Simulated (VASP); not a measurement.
# Ba2SrP2 (Ibam) in VASP: single point with PBE

Aim: the single point of Ba2SrP2 with PBE.

Program: VASP 6.6.1. These are calculated values, not measurements. Logs are shortened: lines on timing, memory, paths and dates and some standing lists are left out, and cuts for length are marked.

### Step 1. The cell of the first run

It takes space group Ibam (No. 72, orthorhombic). Conventional cell: a = 8.145 Å, b = 12.544 Å, c = 7.044 Å, α = 90.00°, β = 90.00°, γ = 90.00°. Within 4.3 Å of Ba (site symmetry m) lie 5 P at 3.18 to 3.68 Å and 2 Sr at 3.92 Å and 3 Ba at 4.14 to 4.28 Å. Within 4.0 Å of Sr (site symmetry 222) lie 4 P at 3.01 Å and 2 Sr at 3.52 Å and 4 Ba at 3.92 Å. P (site symmetry m) has 2 Sr at 3.01 Å and 5 Ba at 3.18 to 3.68 Å within 4.0 Å.

### Step 2. Single point, PBE

Contents of INCAR:

```
SYSTEM = Ba2SrP2
PREC = Accurate ; ENCUT = 520
EDIFF = 1E-7 ; ISMEAR = 0
SIGMA = 0.1 ; LREAL = .FALSE.
LASPH = .TRUE. ; NELM = 60
ALGO = Normal ; ISIF = 2
LWAVE = .FALSE. ; LCHARG = .FALSE.
GGA = PE ; NBANDS = 51
```

Contents of KPOINTS:

```
Automatic mesh
0
G
  2 2 2
  0 0 0
```

Contents of POSCAR:

```
Ba2SrP2
1.0
    0.0000000000      0.0000000000      7.0435927864
    8.1445795172      0.0000000000      0.0000000000
   -4.0722897586      6.2718737373     -3.5217963932
Ba Sr P
4 2 4
Direct
    0.3532019770      0.4866670137      0.7064039540
    0.1467980230      0.7802630597      0.2935960460
    0.8532019770      0.2197369403      0.7064039540
    0.6467980230      0.5133329863      0.2935960460
    0.2500000000      0.0000000000      0.0000000000
    0.7500000000      0.0000000000      0.0000000000
    0.3889907945      0.1358508733      0.7779815889
    0.6110092055      0.8641491267      0.2220184111
    0.8889907945      0.6421307156      0.7779815889
    0.1110092055      0.3578692844      0.2220184111
```

Potentials or basis: VASP PAW PBE potentials, release 64 (Ba_sv, Sr_sv, P).

Started as:

```bash
> cat potpaw_PBE.64/Ba_sv/POTCAR potpaw_PBE.64/Sr_sv/POTCAR potpaw_PBE.64/P/POTCAR > POTCAR
> mpirun -np 1 vasp_std > vasp.out
```

OUTCAR:

```text
SYSTEM = Ba2SrP2
   PREC = Accurate
   ENCUT = 520
   EDIFF = 1E-7
   ISMEAR = 0
   LREAL = .FALSE.
   LASPH = .TRUE.
   NELM = 60
   ISIF = 2
   GGA = PE

 ion  position               nearest neighbor table
   1  0.353  0.487  0.706-  10 3.18   7 3.18   8 3.38   9 3.68   9 3.68   5 3.92   6 3.92   3 4.14
                             3 4.14   4 4.28   6 4.89   5 4.89
   2  0.147  0.780  0.294-   7 3.18  10 3.18   9 3.38   8 3.68   8 3.68   5 3.92   6 3.92   4 4.14
                             4 4.14   3 4.28   6 4.89   5 4.89
   3  0.853  0.220  0.706-   8 3.18   9 3.18  10 3.38   7 3.68   7 3.68   6 3.92   5 3.92   1 4.14
                             1 4.14   2 4.28   5 4.89   6 4.89
   4  0.647  0.513  0.294-   9 3.18   8 3.18   7 3.38  10 3.68  10 3.68   6 3.92   5 3.92   2 4.14
                             2 4.14   1 4.28   5 4.89   6 4.89
   5  0.250  0.000  0.000-   8 3.01   9 3.01   7 3.01  10 3.01   6 3.52   6 3.52   1 3.92   2 3.92
                             3 3.92   4 3.92   3 4.89   4 4.89   2 4.89   1 4.89
   6  0.750  0.000  0.000-   7 3.01  10 3.01   9 3.01   8 3.01   5 3.52   5 3.52   4 3.92   3 3.92
                             1 3.92   2 3.92   1 4.89   2 4.89   4 4.89   3 4.89
   7  0.389  0.136  0.778-   6 3.01   5 3.01   2 3.18   1 3.18   4 3.38   3 3.68   3 3.68
   8  0.611  0.864  0.222-   5 3.01   6 3.01   3 3.18   4 3.18   1 3.38   2 3.68   2 3.68
   9  0.889  0.642  0.778-   5 3.01   6 3.01   4 3.18   3 3.18   2 3.38   1 3.68   1 3.68
  10  0.111  0.358  0.222-   6 3.01   5 3.01   1 3.18   2 3.18   3 3.38   4 3.68   4 3.68

  LATTYP: Found a body centered orthorhombic cell.
 ALAT       =     7.0435927864
 B/A-ratio  =     1.1563103893
 C/A-ratio  =     1.7808734626

  Lattice vectors:

 A1 = (   4.0722897586,  -6.2718737373,   3.5217963932)
 A2 = (  -4.0722897586,  -6.2718737373,  -3.5217963932)
 A3 = (   4.0722897586,   6.2718737373,  -3.5217963932)

Analysis of symmetry for initial positions (statically):
=====================================================================
 Subroutine PRICEL returns:
 Original cell was already a primitive cell.

 Routine SETGRP: Setting up the symmetry group for a
 body centered orthorhombic supercell.

 Subroutine GETGRP returns: Found  8 space group operations
 (whereof  4 operations were pure point group operations)
 out of a pool of  8 trial point group operations.

The static configuration has the point symmetry C_2h.
 The point group associated with its full space group is D_2h.

Analysis of symmetry for dynamics (positions and initial velocities):
=====================================================================
 Subroutine PRICEL returns:
 Original cell was already a primitive cell.

 Routine SETGRP: Setting up the symmetry group for a
 body centered orthorhombic supercell.

 Subroutine GETGRP returns: Found  8 space group operations
 (whereof  4 operations were pure point group operations)
 out of a pool of  8 trial point group operations.

The dynamic configuration has the point symmetry C_2h.
 The point group associated with its full space group is D_2h.

 Subroutine INISYM returns: Found  8 space group operations
 (whereof  4 operations are pure point group operations),
 and found     1 'primitive' translations

----------------------------------------------------------------------------------------

                                     Primitive cell

  volume of cell :     359.7992

  direct lattice vectors                    reciprocal lattice vectors
     0.000000000  0.000000000  7.043592786     0.000000000  0.079720993  0.141973000
     8.144579517  0.000000000  0.000000000     0.122781047  0.079720993  0.000000000
    -4.072289759  6.271873737 -3.521796393     0.000000000  0.159441985  0.000000000

  length of vectors
     7.043592786  8.144579517  8.265772432     0.162824352  0.146392015  0.159441985

  position of ions in fractional coordinates (direct lattice)
     0.353201977  0.486667014  0.706403954
     0.146798023  0.780263060  0.293596046
     0.853201977  0.219736940  0.706403954
     0.646798023  0.513332986  0.293596046
     0.250000000  0.000000000  0.000000000
     0.750000000  0.000000000  0.000000000
     0.388990795  0.135850873  0.777981589
     0.611009205  0.864149127  0.222018411
     0.888990795  0.642130716  0.777981589
     0.111009205  0.357869284  0.222018411

  ion indices of the primitive-cell ions
   primitive index   ion index
                 1           1
                 2           2
                 3           3
                 4           4
                 5           5
                 6           6
                 7           7
                 8           8
                 9           9
                10          10

----------------------------------------------------------------------------------------

 KPOINTS: Automatic mesh

Automatic generation of k-mesh.
 Grid dimensions read from file:
 generate k-points for:    2    2    2

 Generating k-lattice:

  Cartesian coordinates                     Fractional coordinates (reciprocal lattice)
     0.000000000  0.039860496  0.070986500     0.500000000  0.000000000  0.000000000
     0.061390523  0.039860496  0.000000000     0.000000000  0.500000000  0.000000000
     0.000000000  0.079720993  0.000000000     0.000000000  0.000000000  0.500000000

  Length of vectors
     0.081412176  0.073196008  0.079720993

  Shift w.r.t. Gamma in fractional coordinates (k-lattice)
     0.000000000  0.000000000  0.000000000

 Subroutine IBZKPT returns following result:
 ===========================================

 Found      5 irreducible k-points:

 Following reciprocal coordinates:
            Coordinates               Weight
  0.000000  0.000000  0.000000      1.000000
  0.500000  0.000000  0.000000      2.000000
  0.000000  0.500000  0.000000      2.000000
  0.500000  0.500000  0.000000      2.000000
  0.000000  0.000000  0.500000      1.000000
   k-points           NKPTS =      5   k-points in BZ     NKDIM =      5   number of bands    NBANDS=     51
   number of dos      NEDOS =    301   number of ions     NIONS =     10
   total plane-waves  NPLWV = 221184
   dimension x,y,z NGX =    54 NGY =   64 NGZ =   64
   dimension x,y,z NGXF=   108 NGYF=  128 NGZF=  128
   ions per type =               4   2   4
   NGX,Y,Z   is equivalent  to a cutoff of  12.75, 13.06, 12.87 a.u.
   NGXF,Y,Z  is equivalent  to a cutoff of  25.49, 26.13, 25.74 a.u.
 SYSTEM =  Ba2SrP2
   PREC   = accura    normal or accurate (medium, high low for compatibility)
   ISTART =      0    job   : 0-new  1-cont  2-samecut
   ICHARG =      2    charge: 1-file 2-atom 10-const
   ISPIN  =      1    spin polarized calculation?
   LNONCOLLINEAR =      F non collinear calculations
   LSORBIT =      F    spin-orbit coupling
   LASPH  =      T    aspherical Exc in radial PAW
   ENCUT  =  520.0 eV  38.22 Ry    6.18 a.u.  13.10 15.14 15.37*2*pi/ulx,y,z
   NELM   =     60;   NELMIN=  2; NELMDL= -5     # of ELM steps
   EDIFF  = 0.1E-06   stopping-criterion for ELM
   LREAL  =      F    real-space projection
   EDIFFG = 0.1E-05   stopping-criterion for IOM
   NSW    =      0    number of steps for IOM
   IBRION =     -1    ionic relax: 0-MD 1-quasi-New 2-CG
   NFREE  =      0    steps in history (QN), initial steepest desc. (CG)
   ISIF   =      2    stress and relaxation
   ISYM   =      2    0-nonsym 1-usesym 2-fastsym
   POTIM  = 0.5000    time-step for ionic-motion
   TEBEG  =    0.0;   TEEND  =   0.0 temperature during run
   PSTRESS=    0.0 pullay stress
   NELECT =      80.0000    total number of electrons
   NUPDOWN=      -1.0000    fix difference up-down
   EMIN   =  10.00;   EMAX   =-10.00  energy-range for DOS
   EFERMI =   0.00;   METHOD = LEGACY
   ISMEAR =     0;   SIGMA  =   0.10  broadening in eV -4-tet -1-fermi 0-gaus
   EFERMI_NEDOS =   21; number of points for ismear=-14 and -15
   IALGO  =     38    algorithm
   IMIX   =      4    mixing-type and parameters
     AMIX     =   0.40;   BMIX     =  1.00
     AMIX_MAG =   1.60;   BMIX_MAG =  1.00
  volume/ion in A,a.u.               =      35.98       242.80
  Fermi-wavevector in a.u.,A,eV,Ry     =   0.991786  1.874204 13.383235  0.983640
  Thomas-Fermi vector in A             =   2.123552
   LORBIT       =      0    0 simple, 1 ext, 2 COOP (PROOUT), +10 PAW based schemes
   GGA     = PE    functional components
   LHFCALC =     F    Hartree Fock is set to
   AEXX    =    0.0000 exact exchange contribution
   IVDW    =     0    specifies the selected vdW correction
   LEPSILON=     F    determine dielectric tensor
   LRPA    =     F    only Hartree local field effects (RPA)
 non-spin polarized calculation
 Gauss-broadening in eV      SIGMA  =   0.10
  energy-cutoff  :      520.00
  volume of cell :      359.80
 maximum number of plane-waves:      9714
 NGX is ok and might be reduce to    54
   NGX = 27   NGY = 31   NGZ = 31

 number of electron      80.0000001 magnetization

 Free energy of the ion-electron system (eV)
  ---------------------------------------------------
  ext. energy  EPLUGINS =         0.00000000
  ---------------------------------------------------
  free energy    TOTEN  =       -42.21987625 eV

  energy without entropy =      -42.21987323  energy(sigma->0) =      -42.21987474

 E-fermi :   2.7610     XC(G=0):  -8.3591

 val. band max:        2.4703495350   @ k =   0.0000   0.0000   0.5000
 cond. band min:       3.0516914201   @ k =   0.0000   0.0000   0.5000
 fundamental gap:      0.5813418851
 Fermi energy:         2.7610203661

 k-point     1 :       0.0000    0.0000    0.0000
  band No.  band energies     occupation
      1     -32.5860      2.00000
      2     -32.5294      2.00000
      3     -25.3748      2.00000
      4     -25.3481      2.00000
      5     -25.3312      2.00000
      6     -25.3212      2.00000
[... 43 lines left out ...]
     50       5.0952      0.00000
     51       5.4139      0.00000
[... 214 lines left out ...]
     50       5.2794      0.00000
     51       5.8126      0.00000

------------------------ aborting loop because EDIFF is reached ----------------------------------------

  FORCE on cell =-STRESS in cart. coord.  units (eV):
  Direction    XX          YY          ZZ          XY          YZ          ZX
  --------------------------------------------------------------------------------------
  -------------------------------------------------------------------------------------
  Total        1.2577231      1.0689582      0.0201040     -0.0000000      0.0000000      0.0000000
  in kB        5.6006110      4.7600452      0.0895227     -0.0000000      0.0000000      0.0000000
  external PRESSURE =       3.4833930 kB  Pullay stress =       0.0000000 kB

 VOLUME and BASIS-vectors are now :
 -----------------------------------------------------------------------------
  energy-cutoff  :      520.00
  volume of cell :      359.80
      direct lattice vectors                 reciprocal lattice vectors
     0.000000000  0.000000000  7.043592786     0.000000000  0.079720993  0.141973000
     8.144579517  0.000000000  0.000000000     0.122781047  0.079720993  0.000000000
    -4.072289759  6.271873737 -3.521796393     0.000000000  0.159441985  0.000000000

 POSITION                                       TOTAL-FORCE (eV/Angst)
 -----------------------------------------------------------------------------------
      1.08702      4.43048     -0.00000        -0.007594     -0.017634      0.000000
      5.15931      1.84140      0.00000        -0.007594      0.017634      0.000000
     -1.08702      4.43048      3.52180         0.007594     -0.017634      0.000000
      2.98527      1.84140      3.52180         0.007594      0.017634      0.000000
      0.00000      0.00000      1.76090        -0.000000      0.000000     -0.000000
      0.00000      0.00000      5.28269        -0.000000      0.000000      0.000000
     -2.06172      4.87940      0.00000        -0.040264      0.015512      0.000000
      6.13401      1.39247      3.52180         0.040264     -0.015512      0.000000
      2.06172      4.87940      3.52180         0.040264      0.015512      0.000000
      2.01057      1.39247     -0.00000        -0.040264     -0.015512      0.000000
 -----------------------------------------------------------------------------------
    total drift:                               -0.000000      0.000000      0.000000

  FREE ENERGIE OF THE ION-ELECTRON SYSTEM (eV)
  ---------------------------------------------------
  free  energy   TOTEN  =       -42.2198762521 eV

  energy  without entropy=      -42.2198732319  energy(sigma->0) =      -42.21987474
```

Run time: 88 s. Hardware: 1 thread of Intel Xeon 6975P-C (Granite Rapids), shared host; peak memory 0.53 GiB.

Results:

```
Free energy            : -42.2199 eV
Pressure               : 0.3 GPa
Largest force          : 0.043 eV/Å
Band gap on the k mesh : 0.58 eV
```

Forces on the atoms (eV/Å):
```
Ba  -0.008 -0.018  0.000
Ba  -0.008  0.018  0.000
Ba   0.008 -0.018  0.000
Ba   0.008  0.018  0.000
Sr   0.000  0.000  0.000
Sr   0.000  0.000  0.000
P   -0.040  0.016  0.000
P    0.040 -0.016  0.000
P    0.040  0.016  0.000
P   -0.040 -0.016  0.000
```

Caveat: the k points lie up to 0.51 Å⁻¹ apart; semilocal functionals underestimate gaps, and a narrow one can read as zero; spin-orbit coupling is left out, which moves the levels of the heavy elements.
